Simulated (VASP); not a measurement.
A run of VASP 6.6.1 is set up as follows.

Contents of INCAR:

```
PREC = Accurate
ENCUT = 520
EDIFF = 1E-6
ISMEAR = 0
SIGMA = 0.05
LREAL = False
LASPH = True
NELM = 100
ALGO = Normal
ISIF = 2
LWAVE = False
LCHARG = False
GGA = PS
NBANDS = 31
```

KPOINTS

```
Automatic mesh
0
Gamma
  6 6 6
```

POSCAR

```
HfO2
1.0
    0.0000000000     -2.5220673945     -2.5220673945
    0.0000000000      2.5220673945     -2.5220673945
    5.0441347890      0.0000000000      0.0000000000
Hf O
2 4
Direct
    0.0239882567     -0.0239882567      0.0000000000
    0.4760117433      0.5239882567      0.5000000000
   -0.0009542797      0.4990457203      0.7339813955
    0.5009542797      0.0009542797      0.2660186045
   -0.0009542797      0.4990457203      0.2339813955
    0.5009542797      0.0009542797      0.7660186045
```

Potentials or basis: VASP PAW PBE potentials, release 64 (Hf_pv, O).

Command:

```bash
$ cat potpaw_PBE.64/Hf_pv/POTCAR potpaw_PBE.64/O/POTCAR > POTCAR
$ mpirun -np 1 vasp_std > vasp.out
```

What does it give for the band gap on the k mesh?

3.92 eV (least direct gap 4.01 eV).

Estimate the pressure.

-1.4 GPa.

Stress tensor (GPa, compression positive):
```
-0.19  0.00  2.60
 0.00 -1.56  0.00
 2.60  0.00 -2.43
```

Caveat: the cell differs from its parent crystal (atoms displaced along several vibrational modes); the PAW data sets were made with another functional, which shifts forces and pressure a little; spin-orbit coupling is left out, which moves the levels of the heavy elements. A k mesh can miss the band edges.
